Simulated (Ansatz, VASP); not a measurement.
## Si: VASP beside Ansatz

File INCAR:

```
ALGO     = Normal         # electronic algorithm
EDIFF    = 1E-6           # SCF threshold, eV
ENCUT    = 500            # plane-wave cutoff, eV
GGA      = PE             # functional
GGA_COMPAT= F            
ISIF     = 2              # what is computed and relaxed
ISMEAR   = 0              # smearing method
LASPH    = T              # aspherical terms in the spheres
LCHARG   = T              # write CHGCAR
LELF     = T              # ELF
LREAL    = F              # projectors in reciprocal space
LVHAR    = T            
LWAVE    = F              # write WAVECAR
NBANDS   = 11             # bands
NELM     = 120            # most SCF steps
PREC     = Accurate       # precision mode
SIGMA    = 0.02           # smearing width, eV
```

File KPOINTS:

```
k-points
0
Gamma
  8 8 8
```

The input POSCAR:

```
Si
1.0
    0.0000000000      2.7347886927      2.7347886927
    2.7347886927      0.0000000000      2.7347886927
    2.7347886927      2.7347886927      0.0000000000
Si
2
Direct
    0.0000000000      0.0000000000      0.0000000000
    0.2500000000      0.2500000000      0.2500000000
```

Input for Ansatz:

```yaml
crystal:
  lattice:
    - [0.0, 2.7347886927, 2.7347886927]
    - [2.7347886927, 0.0, 2.7347886927]
    - [2.7347886927, 2.7347886927, 0.0]
  atoms:
    - { symbol: Si, position: [0.0, 0.0, 0.0] }
    - { symbol: Si, position: [0.25, 0.25, 0.25] }
basis:
  ecutwfc: 600.0
kpoints:
  mp_grid: { grid: [8, 8, 8] }
  band_path:
    path:
      - [[0.0, 0.0, 0.0], [0.5, 0.0, 0.5], [0.625, 0.25, 0.625]]
      - [[0.375, 0.375, 0.75], [0.0, 0.0, 0.0], [0.5, 0.5, 0.5], [0.5, 0.25, 0.75], [0.5, 0.0, 0.5]]
    npoints: 10
hamiltonian:
  xc: pbe
  pseudopotentials: { kind: paw, azcp: { folder: soft_1 } }
scf:
  occupations: { method: gaussian, width: 0.02 }
  n_extra_bands: 7
output:
  forces: true
  stress: true
  eigenvalues: true
```

Alike in both runs: task single point; functional PBE; k mesh 8 × 8 × 8; occupations gaussian, width 0.02 eV; no spin polarisation.

|  | VASP | Ansatz |
| --- | --- | --- |
| version | VASP 6.6.1 | Ansatz 0.2.0 |
| potentials or method | VASP PAW PBE potentials, release 64 (Si), cutoff 500 eV | scalar-relativistic, plane waves, PAW |
| valence electrons in the cell | 8 | 8 |

|  | VASP | Ansatz | Ansatz less VASP |
| --- | --- | --- | --- |
| gap on the k mesh at the Fermi level (eV) | 0.65 | 0.65 | -0.002 |
| least direct gap on the mesh (eV) | 2.56 | 2.55 | -0.005 |
| pressure (GPa) | 0.0 | 0.0 | +0.05 |

With one functional, cell and mesh, what is left measures potentials, basis and numerics.
